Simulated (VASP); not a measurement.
# Hf3H8 (P6/mmm) in VASP: a series of runs

Hf3H8 is run at these levels: PBE; tasks: single point, relaxation of cell and atoms.

All numbers are computed with VASP 6.6.1; they aren't measurements. Logs are shortened: lines on timing, memory, paths and dates and some standing lists are left out, and cuts for length are marked.

### Step 1. The cell of the first run

Symmetry: P6/mmm, No. 191, hexagonal system. Conventional cell: a = 3.723 Å, b = 3.723 Å, c = 8.604 Å, α = 90.00°, β = 90.00°, γ = 120.00°. Hf (site symmetry 6mm) has 6 H at 2.40 Å and 2 Hf at 2.79 to 3.03 Å within 3.2 Å. Within 2.5 Å of Hf (site symmetry 6/mmm) lie 12 H at 1.86 to 2.15 Å. Within 1.4 Å of H (site symmetry mmm) lie 2 H at 1.07 Å. Within 2.5 Å of H (site symmetry mmm) lie 4 H at 1.86 Å and 4 Hf at 2.40 Å. Within 1.4 Å of H (site symmetry -6m2) lie 3 H at 1.07 Å.

The cell was generated, and may not be a known phase.

### Step 2. Single point, PBE

INCAR reads:

```
SYSTEM = Hf3H8
PREC = Accurate
ENCUT = 520
EDIFF = 1E-7
ISMEAR = 0
SIGMA = 0.1
LREAL = .FALSE.
LASPH = .TRUE.
NELM = 60
ALGO = Fast
ISIF = 2
LWAVE = .FALSE.
LCHARG = .TRUE.
GGA = PE
LELF = .TRUE.
LVHAR = .TRUE.
NBANDS = 30
```

KPOINTS reads:

```
Automatic mesh
0
G
  6 6 2
  0 0 0
```

POSCAR reads:

```
Hf3H8
1.0
    3.7225183700      0.0000000000      0.0000000000
   -1.8612591800      3.2237954700      0.0000000000
    0.0000000000      0.0000000000      8.6035261900
Hf H
3 8
Direct
    0.0000000000      0.0000000000      0.8239229200
    0.0000000000      0.0000000000      0.1760770800
    0.0000000000      0.0000000000      0.5000000000
    0.5000000000      0.0000000000      0.5000000000
    0.0000000000      0.5000000000      0.5000000000
    0.5000000000      0.5000000000      0.5000000000
    0.5000000000      0.0000000000      0.0000000000
    0.0000000000      0.5000000000      0.0000000000
    0.5000000000      0.5000000000      0.0000000000
    0.3333333300      0.6666666700      0.5000000000
    0.6666666700      0.3333333300      0.5000000000
```

Potentials or basis: VASP PAW PBE potentials, release 64 (Hf_pv, H).

Run with:

```sh
> cat potpaw_PBE.64/Hf_pv/POTCAR potpaw_PBE.64/H/POTCAR > POTCAR
> mpirun -np 1 vasp_std > vasp.out
```

OUTCAR:

```text
SYSTEM = Hf3H8
   PREC = Accurate
   ENCUT = 520
   EDIFF = 1E-7
   ISMEAR = 0
   LREAL = .FALSE.
   LASPH = .TRUE.
   NELM = 60
   ISIF = 2
   GGA = PE

 ion  position               nearest neighbor table
   1  0.000  0.000  0.824-   3 2.79   2 3.03
   2  0.000  0.000  0.176-   3 2.79   1 3.03
   3  0.000  0.000  0.500-   5 1.86   5 1.86   6 1.86   6 1.86   4 1.86   4 1.86  11 2.15  10 2.15
                            10 2.15  11 2.15  10 2.15  11 2.15   1 2.79   2 2.79
   4  0.500  0.000  0.500-   3 1.86   3 1.86
   5  0.000  0.500  0.500-   3 1.86   3 1.86
   6  0.500  0.500  0.500-   3 1.86   3 1.86
   7  0.500  0.000  0.000-
   8  0.000  0.500  0.000-
   9  0.500  0.500  0.000-
  10  0.333  0.667  0.500-   3 2.15   3 2.15   3 2.15
  11  0.667  0.333  0.500-   3 2.15   3 2.15   3 2.15

  LATTYP: Found a hexagonal cell.
 ALAT       =     3.7225183700
 C/A-ratio  =     2.3112112110

  Lattice vectors:

 A1 = (   3.7225183700,   0.0000000000,   0.0000000000)
 A2 = (  -1.8612591800,   3.2237954700,   0.0000000000)
 A3 = (   0.0000000000,   0.0000000000,   8.6035261900)

Analysis of symmetry for initial positions (statically):
=====================================================================
 Subroutine PRICEL returns:
 Original cell was already a primitive cell.

 Routine SETGRP: Setting up the symmetry group for a
 hexagonal supercell.

 Subroutine GETGRP returns: Found 24 space group operations
 (whereof 24 operations were pure point group operations)
 out of a pool of 24 trial point group operations.

The static configuration has the point symmetry D_6h.

Analysis of symmetry for dynamics (positions and initial velocities):
=====================================================================
 Subroutine PRICEL returns:
 Original cell was already a primitive cell.

 Routine SETGRP: Setting up the symmetry group for a
 hexagonal supercell.

 Subroutine GETGRP returns: Found 24 space group operations
 (whereof 24 operations were pure point group operations)
 out of a pool of 24 trial point group operations.

The dynamic configuration has the point symmetry D_6h.

 Subroutine INISYM returns: Found 24 space group operations
 (whereof 24 operations are pure point group operations),
 and found     1 'primitive' translations

----------------------------------------------------------------------------------------

                                     Primitive cell

  volume of cell :     103.2478

  direct lattice vectors                    reciprocal lattice vectors
     3.722518370  0.000000000  0.000000000     0.268635343  0.155096688  0.000000000
    -1.861259180  3.223795470  0.000000000     0.000000000  0.310193376  0.000000000
     0.000000000  0.000000000  8.603526190     0.000000000  0.000000000  0.116231412

  length of vectors
     3.722518370  3.722518364  8.603526190     0.310193375  0.310193376  0.116231412

  position of ions in fractional coordinates (direct lattice)
     0.000000000  0.000000000  0.823922920
     0.000000000  0.000000000  0.176077080
     0.000000000  0.000000000  0.500000000
     0.500000000  0.000000000  0.500000000
     1.000000000  0.500000000  0.500000000
     0.500000000  0.500000000  0.500000000
     0.500000000  0.000000000  0.000000000
     1.000000000  0.500000000  0.000000000
     0.500000000  0.500000000  0.000000000
     0.333333330  0.666666670  0.500000000
     0.666666670  0.333333330  0.500000000

  ion indices of the primitive-cell ions
   primitive index   ion index
                 1           1
                 2           2
                 3           3
                 4           4
                 5           5
                 6           6
                 7           7
                 8           8
                 9           9
                10          10
                11          11

----------------------------------------------------------------------------------------

 KPOINTS: Automatic mesh

Automatic generation of k-mesh.
 Grid dimensions read from file:
 generate k-points for:    6    6    2

 Generating k-lattice:

  Cartesian coordinates                     Fractional coordinates (reciprocal lattice)
     0.044772557  0.025849448  0.000000000     0.166666667 -0.000000000  0.000000000
     0.000000000  0.051698896  0.000000000     0.000000000  0.166666667  0.000000000
     0.000000000  0.000000000  0.058115706     0.000000000  0.000000000  0.500000000

  Length of vectors
     0.051698896  0.051698896  0.058115706

  Shift w.r.t. Gamma in fractional coordinates (k-lattice)
     0.000000000  0.000000000  0.000000000

 Subroutine IBZKPT returns following result:
 ===========================================

 Found     14 irreducible k-points:

 Following reciprocal coordinates:
            Coordinates               Weight
  0.000000  0.000000  0.000000      1.000000
  0.166667 -0.000000  0.000000      6.000000
  0.333333  0.000000  0.000000      6.000000
  0.500000 -0.000000  0.000000      3.000000
  0.166667  0.166667  0.000000      6.000000
  0.333333  0.166667  0.000000     12.000000
  0.333333  0.333333  0.000000      2.000000
  0.000000  0.000000  0.500000      1.000000
  0.166667 -0.000000  0.500000      6.000000
  0.333333  0.000000  0.500000      6.000000
  0.500000 -0.000000  0.500000      3.000000
  0.166667  0.166667  0.500000      6.000000
  0.333333  0.166667  0.500000     12.000000
  0.333333  0.333333  0.500000      2.000000
   k-points           NKPTS =     14   k-points in BZ     NKDIM =     14   number of bands    NBANDS=     30
   number of dos      NEDOS =    301   number of ions     NIONS =     11
   total plane-waves  NPLWV =  50176
   dimension x,y,z NGX =    28 NGY =   28 NGZ =   64
   dimension x,y,z NGXF=    56 NGYF=   56 NGZF=  128
   ions per type =               3   8
   NGX,Y,Z   is equivalent  to a cutoff of  12.50, 12.50, 12.37 a.u.
   NGXF,Y,Z  is equivalent  to a cutoff of  25.01, 25.01, 24.73 a.u.
 SYSTEM =  Hf3H8
   PREC   = accura    normal or accurate (medium, high low for compatibility)
   ISTART =      0    job   : 0-new  1-cont  2-samecut
   ICHARG =      2    charge: 1-file 2-atom 10-const
   ISPIN  =      1    spin polarized calculation?
   LNONCOLLINEAR =      F non collinear calculations
   LSORBIT =      F    spin-orbit coupling
   LASPH  =      T    aspherical Exc in radial PAW
   ENCUT  =  520.0 eV  38.22 Ry    6.18 a.u.   6.92  6.92 16.00*2*pi/ulx,y,z
   NELM   =     60;   NELMIN=  2; NELMDL= -5     # of ELM steps
   EDIFF  = 0.1E-06   stopping-criterion for ELM
   LREAL  =      F    real-space projection
   EDIFFG = 0.1E-05   stopping-criterion for IOM
   NSW    =      0    number of steps for IOM
   IBRION =     -1    ionic relax: 0-MD 1-quasi-New 2-CG
   NFREE  =      0    steps in history (QN), initial steepest desc. (CG)
   ISIF   =      2    stress and relaxation
   ISYM   =      2    0-nonsym 1-usesym 2-fastsym
   POTIM  = 0.5000    time-step for ionic-motion
   TEBEG  =    0.0;   TEEND  =   0.0 temperature during run
   PSTRESS=    0.0 pullay stress
   NELECT =      38.0000    total number of electrons
   NUPDOWN=      -1.0000    fix difference up-down
   EMIN   =  10.00;   EMAX   =-10.00  energy-range for DOS
   EFERMI =   0.00;   METHOD = LEGACY
   ISMEAR =     0;   SIGMA  =   0.10  broadening in eV -4-tet -1-fermi 0-gaus
   EFERMI_NEDOS =   21; number of points for ismear=-14 and -15
   IALGO  =     68    algorithm
   IMIX   =      4    mixing-type and parameters
     AMIX     =   0.40;   BMIX     =  1.00
     AMIX_MAG =   1.60;   BMIX_MAG =  1.00
  volume/ion in A,a.u.               =       9.39        63.34
  Fermi-wavevector in a.u.,A,eV,Ry     =   1.173210  2.217045 18.727354  1.376422
  Thomas-Fermi vector in A             =   2.309627
   LORBIT       =      0    0 simple, 1 ext, 2 COOP (PROOUT), +10 PAW based schemes
   GGA     = PE    functional components
   LHFCALC =     F    Hartree Fock is set to
   AEXX    =    0.0000 exact exchange contribution
   IVDW    =     0    specifies the selected vdW correction
   LEPSILON=     F    determine dielectric tensor
   LRPA    =     F    only Hartree local field effects (RPA)
 non-spin polarized calculation
 RMM-DIIS sequential band-by-band and
 Gauss-broadening in eV      SIGMA  =   0.10
  energy-cutoff  :      520.00
  volume of cell :      103.25
 maximum number of plane-waves:      2796
 NGX is ok and might be reduce to    28
   NGX = 13   NGY = 13   NGZ = 31

 number of electron      38.0000001 magnetization

 Free energy of the ion-electron system (eV)
  ---------------------------------------------------
  ext. energy  EPLUGINS =         0.00000000
  ---------------------------------------------------
  free energy    TOTEN  =       -49.20967341 eV

  energy without entropy =      -49.20389302  energy(sigma->0) =      -49.20678322

 E-fermi :   3.6085     XC(G=0): -10.3881

 val. band max:        3.5196996218   @ k =   0.1667   0.1667   0.0000
 cond. band min:       3.7162527263   @ k =   0.1667   0.1667   0.5000
 fundamental gap:      0.1965531046
 Fermi energy:         3.6085265048

 k-point     1 :       0.0000    0.0000    0.0000
  band No.  band energies     occupation
      1     -27.7076      2.00000
      2     -27.7038      2.00000
      3     -27.7038      2.00000
      4     -27.6981      2.00000
      5     -27.6514      2.00000
      6     -27.6514      2.00000
[... 22 lines left out ...]
     29       8.4801      0.00000
     30       8.4801      0.00000

 k-point     2 :       0.1667   -0.0000    0.0000
  band No.  band energies     occupation
      1     -27.7466      2.00000
      2     -27.7132      2.00000
      3     -27.7031      2.00000
      4     -27.6934      2.00000
      5     -27.6778      2.00000
      6     -27.6581      2.00000
[... 388 lines left out ...]
 k-point    14 :       0.3333    0.3333    0.5000
  band No.  band energies     occupation
      1     -27.8961      2.00000
      2     -27.8375      2.00000
      3     -27.8375      2.00000
      4     -27.7638      2.00000
      5     -27.7638      2.00000
      6     -27.6977      2.00000
[... 22 lines left out ...]
     29       7.5583      0.00000
     30       8.8161      0.00000

------------------------ aborting loop because EDIFF is reached ----------------------------------------

  FORCE on cell =-STRESS in cart. coord.  units (eV):
  Direction    XX          YY          ZZ          XY          YZ          ZX
  --------------------------------------------------------------------------------------
  -------------------------------------------------------------------------------------
  Total        4.0419245      4.0419245     -2.1126808      0.0000000      0.0000000     -0.0000000
  in kB       62.7217205     62.7217203    -32.7841284      0.0000001      0.0000000     -0.0000000
  external PRESSURE =      30.8864374 kB  Pullay stress =       0.0000000 kB

 VOLUME and BASIS-vectors are now :
 -----------------------------------------------------------------------------
  energy-cutoff  :      520.00
  volume of cell :      103.25
      direct lattice vectors                 reciprocal lattice vectors
     3.722518370  0.000000000  0.000000000     0.268635343  0.155096688  0.000000000
    -1.861259180  3.223795470  0.000000000     0.000000000  0.310193376  0.000000000
     0.000000000  0.000000000  8.603526190     0.000000000  0.000000000  0.116231412

 POSITION                                       TOTAL-FORCE (eV/Angst)
 -----------------------------------------------------------------------------------
      0.00000      0.00000      7.08864        -0.000000     -0.000000      3.285931
      0.00000      0.00000      1.51488        -0.000000      0.000000     -3.285931
      0.00000      0.00000      4.30176        -0.000000     -0.000000      0.000000
      1.86126      0.00000      4.30176        -0.000000     -0.000000      0.000000
     -0.93063      1.61190      4.30176        -0.000000     -0.000000      0.000000
      0.93063      1.61190      4.30176        -0.000000     -0.000000      0.000000
      1.86126      0.00000      0.00000        -0.000000     -0.000000      0.000000
     -0.93063      1.61190      0.00000        -0.000000     -0.000000      0.000000
      0.93063      1.61190      0.00000        -0.000000     -0.000000      0.000000
     -0.00000      2.14920      4.30176         0.000000     -0.000000      0.000000
      1.86126      1.07460      4.30176         0.000000     -0.000000      0.000000
 -----------------------------------------------------------------------------------
    total drift:                               -0.000000     -0.000000      0.000000

  FREE ENERGIE OF THE ION-ELECTRON SYSTEM (eV)
  ---------------------------------------------------
  free  energy   TOTEN  =       -49.2096734111 eV

  energy  without entropy=      -49.2038930208  energy(sigma->0) =      -49.20678322
```

Wall time 84 s (1 thread of Oxide Virtual Turin-like, shared host); peak memory 0.18 GiB.

What came out:

- Free energy: -49.2097 eV
- Pressure: 3.1 GPa
- Largest force: 3.286 eV/Å
- Band gap on the k mesh: zero (bands 19 and 20 overlap by 0.68 eV)

Forces in eV/Å, atoms in the order of the input:
```
Hf   0.000  0.000  3.286
Hf   0.000  0.000 -3.286
Hf   0.000  0.000  0.000
H    0.000  0.000  0.000
H    0.000  0.000  0.000
H    0.000  0.000  0.000
H    0.000  0.000  0.000
H    0.000  0.000  0.000
H    0.000  0.000  0.000
H    0.000  0.000  0.000
H    0.000  0.000  0.000
```

Stress tensor (GPa, compression positive):
```
 6.27  0.00  0.00
 0.00  6.27  0.00
 0.00  0.00 -3.28
```

Caveat: the k points lie up to 0.37 Å⁻¹ apart, too coarse for converged energies and pressures of a metal; spin-orbit coupling is left out, which moves the levels of the heavy elements; forces of over 1 eV/Å act on the atoms, so gaps and moduli don't describe the material at rest.

[end of part 1 of 3]

The gap in the log of VASP goes by the Fermi energy; the results here count the filled bands.